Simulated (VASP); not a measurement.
Wanted: the native input for a VASP 6.6.1 run.

```
Task                   : single point
Functional             : PBEsol
Potentials or basis    : VASP PAW PBE potentials, release 64 (Rh_pv)
Cutoff                 : 500 eV
k mesh                 : 12 × 12 × 12
Occupations            : methfessel-paxton, width 0.5 eV
Spin                   : no spin polarisation
Dipole correction      : no
Further INCAR settings : ALGO = Normal; EDIFF = 1e-06; NBANDS = 14
```

The structure of Rh lies in POSCAR:

```
Rh
1.0
    0.0000000000      1.8978500000      1.8978500000
    1.8978500000      0.0000000000      1.8978500000
    1.8978500000      1.8978500000      0.0000000000
Rh
1
Direct
    0.0000000000      0.0000000000      0.0000000000
```

The input as run:

INCAR

```
  PREC = Accurate
  ENCUT = 500
  EDIFF = 1E-6
  ISMEAR = 1
  SIGMA = 0.5
  LREAL = F
  LASPH = T
  NELM = 120
  ALGO = Normal
  ISIF = 2
  LWAVE = F
  LCHARG = T
  GGA = PS
  LELF = T
  LVHAR = T
  NBANDS = 14
  GGA_COMPAT = F
```

KPOINTS

```
Automatic mesh
0
Gamma
  12 12 12
```

Potentials or basis: VASP PAW PBE potentials, release 64 (Rh_pv).

Command:

```console
$ cat potpaw_PBE.64/Rh_pv/POTCAR > POTCAR
$ mpirun -np 1 vasp_std > vasp.out
```

Results of the run:

| Item | Value |
| --- | --- |
| Pressure | -3.7 GPa |
| Band gap on the k mesh | zero (an odd number of electrons rules out a gap without spin polarisation) |

Caveat: the cell stands under tension; so wide a smearing shifts energies and pressures; the PAW data sets were made with another functional, which shifts forces and pressure a little.

Wall time 7.4 s on 1 thread of Intel(R) Xeon(R) Platinum 8488C (Sapphire Rapids) (shared host), peak memory 0.13 GiB.
